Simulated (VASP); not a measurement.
# Yb (Pm-3m) in VASP: single point with RPBE

Aim: the single point of Yb with RPBE.

Everything below comes from runs of VASP 6.6.1. Logs are shortened: lines on timing, memory, paths and dates and some standing lists are left out, and cuts for length are marked.

## Step 1: The cell of the first run

The structure is cubic, space group Pm-3m (No. 221). Conventional cell: a = 3.518 Å, b = 3.518 Å, c = 3.518 Å, α = 90.00°, β = 90.00°, γ = 90.00°. Yb (site symmetry m-3m) has 6 Yb at 3.52 Å within 4.6 Å.

## Step 2: Single point, RPBE

The input, INCAR:

```
PREC = Accurate
ENCUT = 520
EDIFF = 1E-7
ISMEAR = -1
SIGMA = 0.1
LREAL = False
LASPH = True
NELM = 60
ALGO = Normal
ISIF = 2
LWAVE = False
LCHARG = False
GGA = RP
NBANDS = 18
```

The input, KPOINTS:

```
Automatic mesh
0
Gamma
  15 15 15
```

The input, POSCAR:

```
Yb
1.0
    3.5177299869      0.0000000000      0.0000000000
    0.0000000000      3.5177299869      0.0000000000
    0.0000000000      0.0000000000      3.5177299869
Yb
1
Direct
    0.0000000000      0.0000000000      0.0000000000
```

Potentials or basis: VASP PAW PBE potentials, release 64 (Yb).

On the command line:

```bash
> cat potpaw_PBE.64/Yb/POTCAR > POTCAR
> mpirun -np 1 vasp_std > vasp.out
```

OUTCAR:

```text
PREC = Accurate
   ENCUT = 520
   EDIFF = 1E-7
   ISMEAR = -1
   LREAL = False
   LASPH = True
   NELM = 60
   ISIF = 2
   GGA = RP

 ion  position               nearest neighbor table
   1  0.000  0.000  0.000-

  LATTYP: Found a simple cubic cell.
 ALAT       =     3.5177299869

  Lattice vectors:

 A1 = (   3.5177299869,   0.0000000000,   0.0000000000)
 A2 = (   0.0000000000,   3.5177299869,   0.0000000000)
 A3 = (   0.0000000000,   0.0000000000,   3.5177299869)

Analysis of symmetry for initial positions (statically):
=====================================================================
 Subroutine PRICEL returns:
 Original cell was already a primitive cell.

 Routine SETGRP: Setting up the symmetry group for a
 simple cubic supercell.

 Subroutine GETGRP returns: Found 48 space group operations
 (whereof 48 operations were pure point group operations)
 out of a pool of 48 trial point group operations.

The static configuration has the point symmetry O_h .

Analysis of symmetry for dynamics (positions and initial velocities):
=====================================================================
 Subroutine PRICEL returns:
 Original cell was already a primitive cell.

 Routine SETGRP: Setting up the symmetry group for a
 simple cubic supercell.

 Subroutine GETGRP returns: Found 48 space group operations
 (whereof 48 operations were pure point group operations)
 out of a pool of 48 trial point group operations.

The dynamic configuration has the point symmetry O_h .

 Subroutine INISYM returns: Found 48 space group operations
 (whereof 48 operations are pure point group operations),
 and found     1 'primitive' translations

----------------------------------------------------------------------------------------

                                     Primitive cell

  volume of cell :      43.5299

  direct lattice vectors                    reciprocal lattice vectors
     3.517729987  0.000000000  0.000000000     0.284274235  0.000000000  0.000000000
     0.000000000  3.517729987  0.000000000     0.000000000  0.284274235  0.000000000
     0.000000000  0.000000000  3.517729987     0.000000000  0.000000000  0.284274235

  length of vectors
     3.517729987  3.517729987  3.517729987     0.284274235  0.284274235  0.284274235

  position of ions in fractional coordinates (direct lattice)
     0.000000000  0.000000000  0.000000000

  ion indices of the primitive-cell ions
   primitive index   ion index
                 1           1

----------------------------------------------------------------------------------------

 KPOINTS: Automatic mesh

Automatic generation of k-mesh.
 Grid dimensions read from file:
 generate k-points for:   15   15   15

 Generating k-lattice:

  Cartesian coordinates                     Fractional coordinates (reciprocal lattice)
     0.018951616  0.000000000  0.000000000     0.066666667  0.000000000  0.000000000
     0.000000000  0.018951616  0.000000000     0.000000000  0.066666667  0.000000000
     0.000000000  0.000000000  0.018951616     0.000000000  0.000000000  0.066666667

  Length of vectors
     0.018951616  0.018951616  0.018951616

  Shift w.r.t. Gamma in fractional coordinates (k-lattice)
     0.000000000  0.000000000  0.000000000

 Subroutine IBZKPT returns following result:
 ===========================================

 Found    120 irreducible k-points:

 Following reciprocal coordinates:
            Coordinates               Weight
  0.000000  0.000000  0.000000      1.000000
  0.066667  0.000000  0.000000      6.000000
  0.133333  0.000000  0.000000      6.000000
  0.200000  0.000000  0.000000      6.000000
  0.266667  0.000000  0.000000      6.000000
  0.333333  0.000000  0.000000      6.000000
[... 16 lines left out ...]
  0.266667  0.200000  0.000000     24.000000
  0.333333  0.200000  0.000000     24.000000
 [... further k-points ...]
   k-points           NKPTS =    120   k-points in BZ     NKDIM =    120   number of bands    NBANDS=     18
   number of dos      NEDOS =    301   number of ions     NIONS =      1
   total plane-waves  NPLWV =  21952
   dimension x,y,z NGX =    28 NGY =   28 NGZ =   28
   dimension x,y,z NGXF=    56 NGYF=   56 NGZF=   56
   ions per type =               1
   NGX,Y,Z   is equivalent  to a cutoff of  13.23, 13.23, 13.23 a.u.
   NGXF,Y,Z  is equivalent  to a cutoff of  26.47, 26.47, 26.47 a.u.
 SYSTEM =  unknown system
   PREC   = accura    normal or accurate (medium, high low for compatibility)
   ISTART =      0    job   : 0-new  1-cont  2-samecut
   ICHARG =      2    charge: 1-file 2-atom 10-const
   ISPIN  =      1    spin polarized calculation?
   LNONCOLLINEAR =      F non collinear calculations
   LSORBIT =      F    spin-orbit coupling
   LASPH  =      T    aspherical Exc in radial PAW
   ENCUT  =  520.0 eV  38.22 Ry    6.18 a.u.   6.54  6.54  6.54*2*pi/ulx,y,z
   NELM   =     60;   NELMIN=  2; NELMDL= -5     # of ELM steps
   EDIFF  = 0.1E-06   stopping-criterion for ELM
   LREAL  =      F    real-space projection
   EDIFFG = 0.1E-05   stopping-criterion for IOM
   NSW    =      0    number of steps for IOM
   IBRION =     -1    ionic relax: 0-MD 1-quasi-New 2-CG
   NFREE  =      0    steps in history (QN), initial steepest desc. (CG)
   ISIF   =      2    stress and relaxation
   ISYM   =      2    0-nonsym 1-usesym 2-fastsym
   POTIM  = 0.5000    time-step for ionic-motion
   TEBEG  =    0.0;   TEEND  =   0.0 temperature during run
   PSTRESS=    0.0 pullay stress
   NELECT =      24.0000    total number of electrons
   NUPDOWN=      -1.0000    fix difference up-down
   EMIN   =  10.00;   EMAX   =-10.00  energy-range for DOS
   EFERMI =   0.00;   METHOD = LEGACY
   ISMEAR =    -1;   SIGMA  =   0.10  broadening in eV -4-tet -1-fermi 0-gaus
   EFERMI_NEDOS =   21; number of points for ismear=-14 and -15
   IALGO  =     38    algorithm
   IMIX   =      4    mixing-type and parameters
     AMIX     =   0.40;   BMIX     =  1.00
     AMIX_MAG =   1.60;   BMIX_MAG =  1.00
  volume/ion in A,a.u.               =      43.53       293.75
  Fermi-wavevector in a.u.,A,eV,Ry     =   1.342402  2.536773 24.518303  1.802044
  Thomas-Fermi vector in A             =   2.470559
   LORBIT       =      0    0 simple, 1 ext, 2 COOP (PROOUT), +10 PAW based schemes
   GGA     = RP    functional components
   LHFCALC =     F    Hartree Fock is set to
   AEXX    =    0.0000 exact exchange contribution
   IVDW    =     0    specifies the selected vdW correction
   LEPSILON=     F    determine dielectric tensor
   LRPA    =     F    only Hartree local field effects (RPA)
 non-spin polarized calculation
  energy-cutoff  :      520.00
  volume of cell :       43.53
 maximum number of plane-waves:      1201
 NGX is ok and might be reduce to    28
   NGX = 13   NGY = 13   NGZ = 13

 number of electron      24.0000018 magnetization

 Free energy of the ion-electron system (eV)
  ---------------------------------------------------
  ext. energy  EPLUGINS =         0.00000000
  ---------------------------------------------------
  free energy    TOTEN  =        -2.82662506 eV

  energy without entropy =       -2.73497452  energy(sigma->0) =       -2.78079979

 E-fermi :   0.9507     XC(G=0):  -8.4808

 val. band max:        0.9482968959   @ k =   0.4667   0.2667   0.1333
 cond. band min:       0.9696787092   @ k =   0.4667   0.2000   0.2000
 fundamental gap:      0.0213818133
 Fermi energy:         0.9507060165

 k-point     1 :       0.0000    0.0000    0.0000
  band No.  band energies     occupation
      1     -51.1149      2.00000
      2     -23.3427      2.00000
      3     -23.3427      2.00000
      4     -23.3427      2.00000
      5      -3.5815      2.00000
      6       0.4324      1.98884
[... 10 lines left out ...]
     17       7.0115      0.00000
     18       9.8680      0.00000

 k-point     2 :       0.0667    0.0000    0.0000
  band No.  band energies     occupation
      1     -51.1144      2.00000
      2     -23.3556      2.00000
      3     -23.3417      2.00000
      4     -23.3417      2.00000
      5      -3.5096      2.00000
      6       0.4296      1.98914
[... 10 lines left out ...]
     17       7.0218      0.00000
     18       9.4170      0.00000

 k-point     3 :       0.1333    0.0000    0.0000
  band No.  band energies     occupation
      1     -51.1131      2.00000
      2     -23.3919      2.00000
      3     -23.3386      2.00000
      4     -23.3386      2.00000
      5      -3.2987      2.00000
      6       0.4222      1.98992
[... 10 lines left out ...]
     17       7.0509      0.00000
     18       8.6106      0.00000

 k-point     4 :       0.2000    0.0000    0.0000
  band No.  band energies     occupation
      1     -51.1111      2.00000
      2     -23.4448      2.00000
      3     -23.3342      2.00000
      4     -23.3342      2.00000
      5      -2.9624      2.00000
      6       0.4122      1.99087
[... 10 lines left out ...]
     17       7.0944      0.00000
     18       7.9266      0.00000

 k-point     5 :       0.2667    0.0000    0.0000
  band No.  band energies     occupation
      1     -51.1088      2.00000
      2     -23.5048      2.00000
      3     -23.3291      2.00000
      4     -23.3291      2.00000
      5      -2.5222      2.00000
      6       0.3956      1.99226
[... 10 lines left out ...]
     17       7.1451      0.00000
     18       7.5706      0.00000

 k-point     6 :       0.3333    0.0000    0.0000
  band No.  band energies     occupation
      1     -51.1066      2.00000
      2     -23.5616      2.00000
      3     -23.3242      2.00000
      4     -23.3242      2.00000
      5      -2.0083      2.00000
      6       0.3799      1.99339
[... 307 lines left out ...]
 k-point    21 :       0.4667    0.1333    0.0000
  band No.  band energies     occupation
      1     -51.1021      2.00000
      2     -23.6234      2.00000
      3     -23.3655      2.00000
      4     -23.3143      2.00000
      5      -0.7343      2.00000
      6       0.3293      1.99601
[... 10 lines left out ...]
     17       6.7916      0.00000
     18       8.3943      0.00000

 k-point    22 :       0.2000    0.2000    0.0000
  band No.  band energies     occupation
      1     -51.1073      2.00000
      2     -23.4381      2.00000
      3     -23.4318      2.00000
      4     -23.3258      2.00000
      5      -2.3535      2.00000
      6       0.4113      1.99095
[... 10 lines left out ...]
     17       6.3034      0.00000
     18       9.1633      0.00000

 k-point    23 :       0.2667    0.2000    0.0000
  band No.  band energies     occupation
      1     -51.1050      2.00000
      2     -23.4944      2.00000
      3     -23.4289      2.00000
      4     -23.3207      2.00000
      5      -1.9227      2.00000
      6       0.3998      1.99193
[... 10 lines left out ...]
     17       6.2448      0.00000
     18       8.5573      0.00000

 k-point    24 :       0.3333    0.2000    0.0000
  band No.  band energies     occupation
      1     -51.1028      2.00000
      2     -23.5503      2.00000
      3     -23.4233      2.00000
      4     -23.3159      2.00000
      5      -1.4176      2.00000
      6       0.3852      1.99302
[... 10 lines left out ...]
     17       6.2898      0.00000
     18       8.2660      0.00000

 [... further k-points ...]

------------------------ aborting loop because EDIFF is reached ----------------------------------------

  FORCE on cell =-STRESS in cart. coord.  units (eV):
  Direction    XX          YY          ZZ          XY          YZ          ZX
  --------------------------------------------------------------------------------------
  -------------------------------------------------------------------------------------
  Total       -0.0267413     -0.0267413     -0.0267413     -0.0000000     -0.0000000     -0.0000000
  in kB       -0.9842490     -0.9842490     -0.9842490     -0.0000000     -0.0000000     -0.0000000
  external PRESSURE =      -0.9842490 kB  Pullay stress =       0.0000000 kB

 VOLUME and BASIS-vectors are now :
 -----------------------------------------------------------------------------
  energy-cutoff  :      520.00
  volume of cell :       43.53
      direct lattice vectors                 reciprocal lattice vectors
     3.517729987  0.000000000  0.000000000     0.284274235  0.000000000  0.000000000
     0.000000000  3.517729987  0.000000000     0.000000000  0.284274235  0.000000000
     0.000000000  0.000000000  3.517729987     0.000000000  0.000000000  0.284274235

 POSITION                                       TOTAL-FORCE (eV/Angst)
 -----------------------------------------------------------------------------------
      0.00000      0.00000      0.00000         0.000000      0.000000      0.000000
 -----------------------------------------------------------------------------------
    total drift:                               -0.000000     -0.000000     -0.000000

  FREE ENERGIE OF THE ION-ELECTRON SYSTEM (eV)
  ---------------------------------------------------
  free  energy   TOTEN  =        -2.8266250643 eV

  energy  without entropy=       -2.7349745246  energy(sigma->0) =       -2.78079979
```

It used 320 s of CPU time on 1 thread of AMD EPYC 7R13 Processor (Zen 3), with other jobs on the host.

Results:

```
Free energy            : -2.8266 eV
Pressure               : -0.1 GPa
Band gap on the k mesh : zero (band 12 reaches 1.52 eV, above the bottom of band 13 at 0.74 eV)
```

Caveat: the PAW data sets were made with another functional, which shifts forces and pressure a little; spin-orbit coupling is left out, which moves the levels of the heavy elements.
